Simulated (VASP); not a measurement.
# BW3 (Pm-3m) in VASP: a series of runs

BW3 is run at these levels: PBE; tasks: single point, relaxation of cell and atoms.

Everything below comes from runs of VASP 6.6.1. Logs are shortened: lines on timing, memory, paths and dates and some standing lists are left out, and cuts for length are marked.

### Step 1. The cell of the first run

The structure is cubic, space group Pm-3m (No. 221). Conventional cell: a = 3.824 Å, b = 3.824 Å, c = 3.824 Å, α = 90.00°, β = 90.00°, γ = 90.00°. B (site symmetry m-3m) has 12 W at 2.70 Å within 3.6 Å. Within 3.6 Å of W (site symmetry 4/mmm) lie 4 B at 2.70 Å and 8 W at 2.70 Å.

The cell was generated, and may not be a known phase.

### Step 2. Single point, PBE

INCAR

```
ALGO = Normal
EDIFF = 1E-6
ENCUT = 520
GGA = PE
ISIF = 2
ISMEAR = 0
LASPH = T
LCHARG = F
LREAL = F
LWAVE = F
NBANDS = 30
NELM = 100
PREC = Accurate
SIGMA = 0.1
```

KPOINTS

```
k-points
0
Gamma
  4 4 4
```

POSCAR

```
BW3
1.0
    3.8239419987      0.0000000000      0.0000000000
    0.0000000000      3.8239419987      0.0000000000
    0.0000000000      0.0000000000      3.8239419987
B W
1 3
Direct
    0.0000000000      0.0000000000      0.0000000000
    0.5000000000      0.5000000000      0.0000000000
    0.5000000000      0.0000000000      0.5000000000
    0.0000000000      0.5000000000      0.5000000000
```

Potentials or basis: VASP PAW PBE potentials, release 64 (B, W_sv).

The run is started by

```console
$ cat potpaw_PBE.64/B/POTCAR potpaw_PBE.64/W_sv/POTCAR > POTCAR
$ mpirun -np 1 vasp_std > vasp.out
```

OUTCAR:

```text
EDIFF = 1E-6
   ENCUT = 520
   GGA = PE
   ISIF = 2
   ISMEAR = 0
   LASPH = T
   LREAL = F
   NELM = 100
   PREC = Accurate

 ion  position               nearest neighbor table
   1  0.000  0.000  0.000-   2 2.70   3 2.70   4 2.70   3 2.70   4 2.70   2 2.70   4 2.70   4 2.70
                             2 2.70   3 2.70   3 2.70   2 2.70
   2  0.500  0.500  0.000-   1 2.70   3 2.70   4 2.70   3 2.70   4 2.70   1 2.70   3 2.70   3 2.70
                             1 2.70   4 2.70   4 2.70   1 2.70
   3  0.500  0.000  0.500-   1 2.70   2 2.70   4 2.70   1 2.70   2 2.70   2 2.70   4 2.70   2 2.70
                             1 2.70   4 2.70   1 2.70   4 2.70
   4  0.000  0.500  0.500-   1 2.70   2 2.70   3 2.70   1 2.70   2 2.70   1 2.70   3 2.70   1 2.70
                             2 2.70   3 2.70   2 2.70   3 2.70

  LATTYP: Found a simple cubic cell.
 ALAT       =     3.8239419987

  Lattice vectors:

 A1 = (   3.8239419987,   0.0000000000,   0.0000000000)
 A2 = (   0.0000000000,   3.8239419987,   0.0000000000)
 A3 = (   0.0000000000,   0.0000000000,   3.8239419987)

Analysis of symmetry for initial positions (statically):
=====================================================================
 Subroutine PRICEL returns:
 Original cell was already a primitive cell.

 Routine SETGRP: Setting up the symmetry group for a
 simple cubic supercell.

 Subroutine GETGRP returns: Found 48 space group operations
 (whereof 48 operations were pure point group operations)
 out of a pool of 48 trial point group operations.

The static configuration has the point symmetry O_h .

Analysis of symmetry for dynamics (positions and initial velocities):
=====================================================================
 Subroutine PRICEL returns:
 Original cell was already a primitive cell.

 Routine SETGRP: Setting up the symmetry group for a
 simple cubic supercell.

 Subroutine GETGRP returns: Found 48 space group operations
 (whereof 48 operations were pure point group operations)
 out of a pool of 48 trial point group operations.

The dynamic configuration has the point symmetry O_h .

 Subroutine INISYM returns: Found 48 space group operations
 (whereof 48 operations are pure point group operations),
 and found     1 'primitive' translations

----------------------------------------------------------------------------------------

                                     Primitive cell

  volume of cell :      55.9157

  direct lattice vectors                    reciprocal lattice vectors
     3.823941999  0.000000000  0.000000000     0.261510243  0.000000000  0.000000000
     0.000000000  3.823941999  0.000000000     0.000000000  0.261510243  0.000000000
     0.000000000  0.000000000  3.823941999     0.000000000  0.000000000  0.261510243

  length of vectors
     3.823941999  3.823941999  3.823941999     0.261510243  0.261510243  0.261510243

  position of ions in fractional coordinates (direct lattice)
     0.000000000  0.000000000  0.000000000
     0.500000000  0.500000000  0.000000000
     0.500000000  0.000000000  0.500000000
     0.000000000  0.500000000  0.500000000

  ion indices of the primitive-cell ions
   primitive index   ion index
                 1           1
                 2           2
                 3           3
                 4           4

----------------------------------------------------------------------------------------

 KPOINTS: k-points

Automatic generation of k-mesh.
 Grid dimensions read from file:
 generate k-points for:    4    4    4

 Generating k-lattice:

  Cartesian coordinates                     Fractional coordinates (reciprocal lattice)
     0.065377561  0.000000000  0.000000000     0.250000000  0.000000000  0.000000000
     0.000000000  0.065377561  0.000000000     0.000000000  0.250000000  0.000000000
     0.000000000  0.000000000  0.065377561     0.000000000  0.000000000  0.250000000

  Length of vectors
     0.065377561  0.065377561  0.065377561

  Shift w.r.t. Gamma in fractional coordinates (k-lattice)
     0.000000000  0.000000000  0.000000000

 Subroutine IBZKPT returns following result:
 ===========================================

 Found     10 irreducible k-points:

 Following reciprocal coordinates:
            Coordinates               Weight
  0.000000  0.000000  0.000000      1.000000
  0.250000  0.000000  0.000000      6.000000
  0.500000  0.000000  0.000000      3.000000
  0.250000  0.250000  0.000000     12.000000
  0.500000  0.250000  0.000000     12.000000
  0.500000  0.500000  0.000000      3.000000
  0.250000  0.250000  0.250000      8.000000
  0.500000  0.250000  0.250000     12.000000
  0.500000  0.500000  0.250000      6.000000
  0.500000  0.500000  0.500000      1.000000
   k-points           NKPTS =     10   k-points in BZ     NKDIM =     10   number of bands    NBANDS=     30
   number of dos      NEDOS =    301   number of ions     NIONS =      4
   total plane-waves  NPLWV =  21952
   dimension x,y,z NGX =    28 NGY =   28 NGZ =   28
   dimension x,y,z NGXF=    56 NGYF=   56 NGZF=   56
   ions per type =               1   3
   NGX,Y,Z   is equivalent  to a cutoff of  12.17, 12.17, 12.17 a.u.
   NGXF,Y,Z  is equivalent  to a cutoff of  24.35, 24.35, 24.35 a.u.
 SYSTEM =  unknown system
   PREC   = accura    normal or accurate (medium, high low for compatibility)
   ISTART =      0    job   : 0-new  1-cont  2-samecut
   ICHARG =      2    charge: 1-file 2-atom 10-const
   ISPIN  =      1    spin polarized calculation?
   LNONCOLLINEAR =      F non collinear calculations
   LSORBIT =      F    spin-orbit coupling
   LASPH  =      T    aspherical Exc in radial PAW
   ENCUT  =  520.0 eV  38.22 Ry    6.18 a.u.   7.11  7.11  7.11*2*pi/ulx,y,z
   NELM   =    100;   NELMIN=  2; NELMDL= -5     # of ELM steps
   EDIFF  = 0.1E-05   stopping-criterion for ELM
   LREAL  =      F    real-space projection
   EDIFFG = 0.1E-04   stopping-criterion for IOM
   NSW    =      0    number of steps for IOM
   IBRION =     -1    ionic relax: 0-MD 1-quasi-New 2-CG
   NFREE  =      0    steps in history (QN), initial steepest desc. (CG)
   ISIF   =      2    stress and relaxation
   ISYM   =      2    0-nonsym 1-usesym 2-fastsym
   POTIM  = 0.5000    time-step for ionic-motion
   TEBEG  =    0.0;   TEEND  =   0.0 temperature during run
   PSTRESS=    0.0 pullay stress
   NELECT =      45.0000    total number of electrons
   NUPDOWN=      -1.0000    fix difference up-down
   EMIN   =  10.00;   EMAX   =-10.00  energy-range for DOS
   EFERMI =   0.00;   METHOD = LEGACY
   ISMEAR =     0;   SIGMA  =   0.10  broadening in eV -4-tet -1-fermi 0-gaus
   EFERMI_NEDOS =   21; number of points for ismear=-14 and -15
   IALGO  =     38    algorithm
   IMIX   =      4    mixing-type and parameters
     AMIX     =   0.40;   BMIX     =  1.00
     AMIX_MAG =   1.60;   BMIX_MAG =  1.00
  volume/ion in A,a.u.               =      13.98        94.33
  Fermi-wavevector in a.u.,A,eV,Ry     =   1.522770  2.877618 31.549585  2.318829
  Thomas-Fermi vector in A             =   2.631304
   LORBIT       =      0    0 simple, 1 ext, 2 COOP (PROOUT), +10 PAW based schemes
   GGA     = PE    functional components
   LHFCALC =     F    Hartree Fock is set to
   AEXX    =    0.0000 exact exchange contribution
   IVDW    =     0    specifies the selected vdW correction
   LEPSILON=     F    determine dielectric tensor
   LRPA    =     F    only Hartree local field effects (RPA)
 non-spin polarized calculation
 Gauss-broadening in eV      SIGMA  =   0.10
  energy-cutoff  :      520.00
  volume of cell :       55.92
 maximum number of plane-waves:      1516
   NGX = 15   NGY = 15   NGZ = 15

 number of electron      45.0000017 magnetization

 Free energy of the ion-electron system (eV)
  ---------------------------------------------------
  ext. energy  EPLUGINS =         0.00000000
  ---------------------------------------------------
  free energy    TOTEN  =       -43.30466230 eV

  energy without entropy =      -43.29653074  energy(sigma->0) =      -43.30059652

 E-fermi :  10.7498     XC(G=0): -13.2875

 val. band max:       10.6749148455   @ k =   0.5000   0.2500   0.0000
 cond. band min:      10.7982774624   @ k =   0.5000   0.0000   0.0000
 fundamental gap:      0.1233626170
 Fermi energy:        10.7497616578

 k-point     1 :       0.0000    0.0000    0.0000
  band No.  band energies     occupation
      1     -63.4599      2.00000
      2     -63.2500      2.00000
      3     -63.2500      2.00000
      4     -28.2559      2.00000
      5     -28.2559      2.00000
      6     -28.2559      2.00000
[... 22 lines left out ...]
     29      16.3390      0.00000
     30      17.3042      0.00000

 k-point     2 :       0.2500    0.0000    0.0000
  band No.  band energies     occupation
      1     -63.4332      2.00000
      2     -63.2767      2.00000
      3     -63.2496      2.00000
      4     -28.1588      2.00000
      5     -28.1588      2.00000
      6     -28.0998      2.00000
[... 22 lines left out ...]
     29      14.8622      0.00000
     30      14.8874      0.00000

 k-point     3 :       0.5000    0.0000    0.0000
  band No.  band energies     occupation
      1     -63.3901      2.00000
      2     -63.3200      2.00000
      3     -63.2494      2.00000
      4     -28.0239      2.00000
      5     -28.0239      2.00000
      6     -27.7577      2.00000
[... 22 lines left out ...]
     29      14.7777      0.00000
     30      16.0617      0.00000

 k-point     4 :       0.2500    0.2500    0.0000
  band No.  band energies     occupation
      1     -63.4096      2.00000
      2     -63.2847      2.00000
      3     -63.2649      2.00000
      4     -28.2183      2.00000
      5     -28.0553      2.00000
      6     -27.8795      2.00000
[... 154 lines left out ...]
     29      14.7022      0.00000
     30      15.2915      0.00000

 k-point     9 :       0.5000    0.5000    0.2500
  band No.  band energies     occupation
      1     -63.3192      2.00000
      2     -63.3192      2.00000
      3     -63.3192      2.00000
      4     -28.4666      2.00000
      5     -28.1713      2.00000
      6     -28.0106      2.00000
[... 22 lines left out ...]
     29      14.8863      0.00000
     30      14.8920      0.00000

 k-point    10 :       0.5000    0.5000    0.5000
  band No.  band energies     occupation
      1     -63.3188      2.00000
      2     -63.3188      2.00000
      3     -63.3188      2.00000
      4     -28.6633      2.00000
      5     -28.1688      2.00000
      6     -28.1688      2.00000
[... 22 lines left out ...]
     29      13.9352      0.00000
     30      16.3785      0.00000

------------------------ aborting loop because EDIFF is reached ----------------------------------------

  FORCE on cell =-STRESS in cart. coord.  units (eV):
  Direction    XX          YY          ZZ          XY          YZ          ZX
  --------------------------------------------------------------------------------------
  -------------------------------------------------------------------------------------
  Total        0.2745130      0.2745130      0.2745130     -0.0000000     -0.0000000      0.0000000
  in kB        7.8657399      7.8657399      7.8657399     -0.0000000     -0.0000000      0.0000000
  external PRESSURE =       7.8657399 kB  Pullay stress =       0.0000000 kB

 VOLUME and BASIS-vectors are now :
 -----------------------------------------------------------------------------
  energy-cutoff  :      520.00
  volume of cell :       55.92
      direct lattice vectors                 reciprocal lattice vectors
     3.823941999  0.000000000  0.000000000     0.261510243  0.000000000  0.000000000
     0.000000000  3.823941999  0.000000000     0.000000000  0.261510243  0.000000000
     0.000000000  0.000000000  3.823941999     0.000000000  0.000000000  0.261510243

 POSITION                                       TOTAL-FORCE (eV/Angst)
 -----------------------------------------------------------------------------------
      0.00000      0.00000      0.00000         0.000000      0.000000      0.000000
      1.91197      1.91197      0.00000         0.000000      0.000000      0.000000
      1.91197      0.00000      1.91197         0.000000      0.000000      0.000000
      0.00000      1.91197      1.91197         0.000000      0.000000      0.000000
 -----------------------------------------------------------------------------------
    total drift:                                0.000000      0.000000      0.000000

  FREE ENERGIE OF THE ION-ELECTRON SYSTEM (eV)
  ---------------------------------------------------
  free  energy   TOTEN  =       -43.3046622995 eV

  energy  without entropy=      -43.2965307422  energy(sigma->0) =      -43.30059652
```

It took 7.2 s on 1 thread of Intel Xeon 6975P-C (Granite Rapids), shared host; peak memory 0.16 GiB.

What came out:

| Item | Value |
| --- | --- |
| Free energy | -43.3047 eV |
| Pressure | 0.8 GPa |
| Band gap on the k mesh | zero (an odd number of electrons rules out a gap without spin polarisation) |

Levels at points of the mesh, in eV from the Fermi level:
```csv
k point,band 20,band 21,band 22,band 23,band 24,band 25
"(0.00, 0.00, 0.00)",-0.78,-0.78,-0.78,1.11,1.11,1.11
"(0.50, 0.00, 0.00)",-1.20,-1.20,-0.83,-0.37,0.05,0.87
"(0.50, 0.50, 0.00)",-2.74,-1.06,-1.06,0.31,0.41,0.41
"(0.50, 0.50, 0.50)",-1.46,-1.46,-1.46,0.66,0.66,0.66
```

Caveat: the k points lie up to 0.41 Å⁻¹ apart, too coarse for converged energies and pressures of a metal; spin-orbit coupling is left out, which moves the levels of the heavy elements.

(Part 1 of 2 ends here.)

The gap in the log of VASP goes by the Fermi energy; the results here count the filled bands.